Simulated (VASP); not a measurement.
# SnO2 (P1) in VASP: single point with LDA

Aim: the single point of SnO2 with LDA.

Everything below comes from runs of VASP 6.6.1. Logs are shortened: lines on timing, memory, paths and dates and some standing lists are left out, and cuts for length are marked.

## Step 1: The cell of the first run

The typed cell holds 6 atoms: a = 4.721 Å, b = 4.724 Å, c = 3.190 Å, α = 90.00°, β = 90.00°, γ = 90.00°.

## Step 2: Single point, LDA (atoms moved at random)

INCAR reads:

```
SYSTEM = SnO2
  PREC = Accurate
  ENCUT = 520
  EDIFF = 1E-6
  ISMEAR = 0
  SIGMA = 0.05
  LREAL = .FALSE.
  LASPH = .TRUE.
  NELM = 60
  ALGO = Normal
  ISIF = 2
  LWAVE = .FALSE.
  LCHARG = .TRUE.
  LELF = .TRUE.
  LVHAR = .TRUE.
  NBANDS = 35
```

KPOINTS reads:

```
regular mesh
0
G
  6 6 8
  0 0 0
```

POSCAR reads:

```
SnO2
1.0
    4.7212714577      0.0000000000      0.0000000000
    0.0000000000      4.7242464993      0.0000000000
    0.0000000000      0.0000000000      3.1900194020
Sn O
2 4
Direct
    0.5706990893      0.5855080730      0.5167951466
    0.0050864146      0.0140053717      0.0144919810
    0.2809474495      0.3869330713      0.2254322531
    0.7815131856      0.1217695118      0.3700167532
    0.1284291414      0.6446462476      0.4214428818
    0.7333247197      0.7471377246     -0.0481790157
```

Potentials or basis: VASP PAW LDA potentials, release 64 (Sn_d, O).

Launch:

```bash
cat potpaw_LDA.64/Sn_d/POTCAR potpaw_LDA.64/O/POTCAR > POTCAR
mpirun -np 1 vasp_std > vasp.out
```

OUTCAR:

```text
SYSTEM = SnO2
   PREC = Accurate
   ENCUT = 520
   EDIFF = 1E-6
   ISMEAR = 0
   LREAL = .FALSE.
   LASPH = .TRUE.
   NELM = 60
   ISIF = 2

 ion  position               nearest neighbor table
   1  0.571  0.586  0.517-   6 1.76   3 1.90   6 2.10   5 2.13   4 2.45   5 2.67   4 2.76   3 2.80
                             2 3.29   2 3.30   2 3.71   2 3.71   2 3.74   2 3.75
   2  0.005  0.014  0.014-   4 1.63   6 1.81   5 2.25   3 2.29   4 2.37   5 2.64   1 3.29   1 3.30
                             1 3.71   1 3.71   1 3.74   1 3.75
   3  0.281  0.387  0.225-   5 1.55   1 1.90   2 2.29   1 2.80
   4  0.782  0.122  0.370-   2 1.63   2 2.37   1 2.45   1 2.76
   5  0.128  0.645  0.421-   3 1.55   1 2.13   2 2.25   2 2.64   1 2.67
   6  0.733  0.747  0.952-   1 1.76   2 1.81   1 2.10

  LATTYP: Found a simple orthorhombic cell.
 ALAT       =     3.1900194020
 B/A-ratio  =     1.4800133989
 C/A-ratio  =     1.4809460081

  Lattice vectors:

 A1 = (   0.0000000000,   0.0000000000,   3.1900194020)
 A2 = (   4.7212714577,   0.0000000000,   0.0000000000)
 A3 = (   0.0000000000,   4.7242464993,   0.0000000000)

Analysis of symmetry for initial positions (statically):
=====================================================================
 Subroutine PRICEL returns:
 Original cell was already a primitive cell.

 Routine SETGRP: Setting up the symmetry group for a
 simple orthorhombic supercell.

 Subroutine GETGRP returns: Found  1 space group operations
 (whereof  1 operations were pure point group operations)
 out of a pool of  8 trial point group operations.

The static configuration has the point symmetry C_1 .

Analysis of symmetry for dynamics (positions and initial velocities):
=====================================================================
 Subroutine PRICEL returns:
 Original cell was already a primitive cell.

 Routine SETGRP: Setting up the symmetry group for a
 simple orthorhombic supercell.

 Subroutine GETGRP returns: Found  1 space group operations
 (whereof  1 operations were pure point group operations)
 out of a pool of  8 trial point group operations.

The dynamic configuration has the point symmetry C_1 .

 Subroutine INISYM returns: Found  1 space group operations
 (whereof  1 operations are pure point group operations),
 and found     1 'primitive' translations

----------------------------------------------------------------------------------------

                                     Primitive cell

  volume of cell :      71.1516

  direct lattice vectors                    reciprocal lattice vectors
     4.721271458  0.000000000  0.000000000     0.211807351  0.000000000  0.000000000
     0.000000000  4.724246499  0.000000000     0.000000000  0.211673968  0.000000000
     0.000000000  0.000000000  3.190019402     0.000000000  0.000000000  0.313477717

  length of vectors
     4.721271458  4.724246499  3.190019402     0.211807351  0.211673968  0.313477717

  position of ions in fractional coordinates (direct lattice)
     0.570699089  0.585508073  0.516795147
     0.005086415  0.014005372  0.014491981
     0.280947449  0.386933071  0.225432253
     0.781513186  0.121769512  0.370016753
     0.128429141  0.644646248  0.421442882
     0.733324720  0.747137725  0.951820984

  ion indices of the primitive-cell ions
   primitive index   ion index
                 1           1
                 2           2
                 3           3
                 4           4
                 5           5
                 6           6

----------------------------------------------------------------------------------------

 KPOINTS: regular mesh

Automatic generation of k-mesh.
 Grid dimensions read from file:
 generate k-points for:    6    6    8

 Generating k-lattice:

  Cartesian coordinates                     Fractional coordinates (reciprocal lattice)
     0.035301225  0.000000000  0.000000000     0.166666667  0.000000000  0.000000000
     0.000000000  0.035278995  0.000000000     0.000000000  0.166666667  0.000000000
     0.000000000  0.000000000  0.039184715     0.000000000  0.000000000  0.125000000

  Length of vectors
     0.035301225  0.035278995  0.039184715

  Shift w.r.t. Gamma in fractional coordinates (k-lattice)
     0.000000000  0.000000000  0.000000000

 Subroutine IBZKPT returns following result:
 ===========================================

 Found    148 irreducible k-points:

 Following reciprocal coordinates:
            Coordinates               Weight
  0.000000  0.000000  0.000000      1.000000
  0.166667  0.000000  0.000000      2.000000
  0.333333  0.000000  0.000000      2.000000
  0.500000  0.000000  0.000000      1.000000
  0.000000  0.166667  0.000000      2.000000
  0.166667  0.166667  0.000000      2.000000
[... 16 lines left out ...]
 -0.166667  0.000000  0.125000      2.000000
  0.333333  0.000000  0.125000      2.000000
 [... further k-points ...]
   k-points           NKPTS =    148   k-points in BZ     NKDIM =    148   number of bands    NBANDS=     35
   number of dos      NEDOS =    301   number of ions     NIONS =      6
   total plane-waves  NPLWV =  31104
   dimension x,y,z NGX =    36 NGY =   36 NGZ =   24
   dimension x,y,z NGXF=    72 NGYF=   72 NGZF=   48
   ions per type =               2   4
   NGX,Y,Z   is equivalent  to a cutoff of  12.68, 12.67, 12.51 a.u.
   NGXF,Y,Z  is equivalent  to a cutoff of  25.35, 25.34, 25.01 a.u.
 SYSTEM =  SnO2
   PREC   = accura    normal or accurate (medium, high low for compatibility)
   ISTART =      0    job   : 0-new  1-cont  2-samecut
   ICHARG =      2    charge: 1-file 2-atom 10-const
   ISPIN  =      1    spin polarized calculation?
   LNONCOLLINEAR =      F non collinear calculations
   LSORBIT =      F    spin-orbit coupling
   LASPH  =      T    aspherical Exc in radial PAW
   ENCUT  =  520.0 eV  38.22 Ry    6.18 a.u.   8.78  8.78  5.93*2*pi/ulx,y,z
   NELM   =     60;   NELMIN=  2; NELMDL= -5     # of ELM steps
   EDIFF  = 0.1E-05   stopping-criterion for ELM
   LREAL  =      F    real-space projection
   EDIFFG = 0.1E-04   stopping-criterion for IOM
   NSW    =      0    number of steps for IOM
   IBRION =     -1    ionic relax: 0-MD 1-quasi-New 2-CG
   NFREE  =      0    steps in history (QN), initial steepest desc. (CG)
   ISIF   =      2    stress and relaxation
   ISYM   =      2    0-nonsym 1-usesym 2-fastsym
   POTIM  = 0.5000    time-step for ionic-motion
   TEBEG  =    0.0;   TEEND  =   0.0 temperature during run
   PSTRESS=    0.0 pullay stress
   NELECT =      52.0000    total number of electrons
   NUPDOWN=      -1.0000    fix difference up-down
   EMIN   =  10.00;   EMAX   =-10.00  energy-range for DOS
   EFERMI =   0.00;   METHOD = LEGACY
   ISMEAR =     0;   SIGMA  =   0.05  broadening in eV -4-tet -1-fermi 0-gaus
   EFERMI_NEDOS =   21; number of points for ismear=-14 and -15
   IALGO  =     38    algorithm
   IMIX   =      4    mixing-type and parameters
     AMIX     =   0.40;   BMIX     =  1.00
     AMIX_MAG =   1.60;   BMIX_MAG =  1.00
  volume/ion in A,a.u.               =      11.86        80.03
  Fermi-wavevector in a.u.,A,eV,Ry     =   1.474623  2.786633 29.586045  2.174513
  Thomas-Fermi vector in A             =   2.589372
   LORBIT       =      0    0 simple, 1 ext, 2 COOP (PROOUT), +10 PAW based schemes
   GGA     = CA    functional components
   LHFCALC =     F    Hartree Fock is set to
   AEXX    =    0.0000 exact exchange contribution
   IVDW    =     0    specifies the selected vdW correction
   LEPSILON=     F    determine dielectric tensor
   LRPA    =     F    only Hartree local field effects (RPA)
 non-spin polarized calculation
 Gauss-broadening in eV      SIGMA  =   0.05
  energy-cutoff  :      520.00
  volume of cell :       71.15
 maximum number of plane-waves:      1944
   NGX = 17   NGY = 17   NGZ = 11

 number of electron      51.9999996 magnetization

 Free energy of the ion-electron system (eV)
  ---------------------------------------------------
  ext. energy  EPLUGINS =         0.00000000
  ---------------------------------------------------
  free energy    TOTEN  =       -31.53674800 eV

  energy without entropy =      -31.53628039  energy(sigma->0) =      -31.53651420

 E-fermi :   8.9193     XC(G=0): -11.8161

 val. band max:        8.8784270574   @ k =  -0.3333  -0.3333   0.3750
 cond. band min:       8.9368496197   @ k =   0.3333   0.1667   0.0000
 fundamental gap:      0.0584225623
 Fermi energy:         8.9192754676

 k-point     1 :       0.0000    0.0000    0.0000
  band No.  band energies     occupation
      1     -16.3612      2.00000
      2     -15.3925      2.00000
      3     -14.7932      2.00000
      4     -14.5215      2.00000
      5     -14.4796      2.00000
      6     -14.3819      2.00000
[... 27 lines left out ...]
     34      17.6610      0.00000
     35      18.8543      0.00000

 k-point     2 :       0.1667    0.0000    0.0000
  band No.  band energies     occupation
      1     -16.3271      2.00000
      2     -15.4013      2.00000
      3     -14.7942      2.00000
      4     -14.5145      2.00000
      5     -14.4773      2.00000
      6     -14.3833      2.00000
[... 27 lines left out ...]
     34      18.2373      0.00000
     35      18.8007      0.00000

 k-point     3 :       0.3333    0.0000    0.0000
  band No.  band energies     occupation
      1     -16.2535      2.00000
      2     -15.4251      2.00000
      3     -14.7961      2.00000
      4     -14.4985      2.00000
      5     -14.4746      2.00000
      6     -14.3863      2.00000
[... 27 lines left out ...]
     34      18.4815      0.00000
     35      19.2008      0.00000
[... 723 lines left out ...]
 k-point    23 :      -0.1667    0.0000    0.1250
  band No.  band energies     occupation
      1     -16.3560      2.00000
      2     -15.3471      2.00000
      3     -14.8098      2.00000
      4     -14.5168      2.00000
      5     -14.4671      2.00000
      6     -14.3989      2.00000
[... 27 lines left out ...]
     34      18.0869      0.00000
     35      18.8600      0.00000

 k-point    24 :       0.3333    0.0000    0.1250
  band No.  band energies     occupation
      1     -16.2291      2.00000
      2     -15.4311      2.00000
      3     -14.8137      2.00000
      4     -14.4998      2.00000
      5     -14.4729      2.00000
      6     -14.4023      2.00000
[... 27 lines left out ...]
     34      18.3087      0.00000
     35      18.9834      0.00000

 [... further k-points ...]

------------------------ aborting loop because EDIFF is reached ----------------------------------------

  FORCE on cell =-STRESS in cart. coord.  units (eV):
  Direction    XX          YY          ZZ          XY          YZ          ZX
  --------------------------------------------------------------------------------------
  -------------------------------------------------------------------------------------
  Total       24.3218769     17.1979279     27.6157023      4.0770803     13.3979807     -3.3584130
  in kB      547.6748813    387.2593047    621.8445438     91.8068318    301.6928958    -75.6240327
  external PRESSURE =     518.9262433 kB  Pullay stress =       0.0000000 kB

 VOLUME and BASIS-vectors are now :
 -----------------------------------------------------------------------------
  energy-cutoff  :      520.00
  volume of cell :       71.15
      direct lattice vectors                 reciprocal lattice vectors
     4.721271458  0.000000000  0.000000000     0.211807351  0.000000000  0.000000000
     0.000000000  4.724246499  0.000000000     0.000000000  0.211673968  0.000000000
     0.000000000  0.000000000  3.190019402     0.000000000  0.000000000  0.313477717

 POSITION                                       TOTAL-FORCE (eV/Angst)
 -----------------------------------------------------------------------------------
      2.69443      2.76608      1.64859        -0.488336     -2.793125     -3.954981
      0.02401      0.06616      0.04623        14.852497      0.018113    -10.198440
      1.32643      1.82797      0.71913        -0.174502     -3.047796     -3.106199
      3.68974      0.57527      1.18036       -10.023912      6.977665     11.523911
      0.60635      3.04547      1.34441        -0.559160      2.623025      2.085794
      3.46223      3.52966      3.03633        -3.606587     -3.777883      3.649915
 -----------------------------------------------------------------------------------
    total drift:                                0.000812      0.000086      0.000847

  FREE ENERGIE OF THE ION-ELECTRON SYSTEM (eV)
  ---------------------------------------------------
  free  energy   TOTEN  =       -31.5367479995 eV

  energy  without entropy=      -31.5362803908  energy(sigma->0) =      -31.53651420
```

Wall time 7 min (1 thread of Intel Xeon 8259CL, shared host); peak memory 0.36 GiB.

Results:

| Property | Result |
| --- | --- |
| Free energy | -31.5367 eV |
| Pressure | 51.9 GPa |
| Largest force | 18.017 eV/Å |
| Band gap on the k mesh | 0.06 eV (least direct gap 0.37 eV) |

Forces on the atoms (eV/Å):
```
Sn   -0.488  -2.793  -3.955
Sn   14.852   0.018 -10.198
O    -0.175  -3.048  -3.106
O   -10.024   6.978  11.524
O    -0.559   2.623   2.086
O    -3.607  -3.778   3.650
```

Stress tensor (GPa, compression positive):
```
54.77  9.18 -7.56
 9.18 38.73 30.17
-7.56 30.17 62.18
```

Caveat: the cell differs from its parent crystal (atoms moved at random); the cell stands under pressure; spin-orbit coupling is left out, which moves the levels of the heavy elements; forces of over 1 eV/Å act on the atoms, so gaps and moduli don't describe the material at rest.
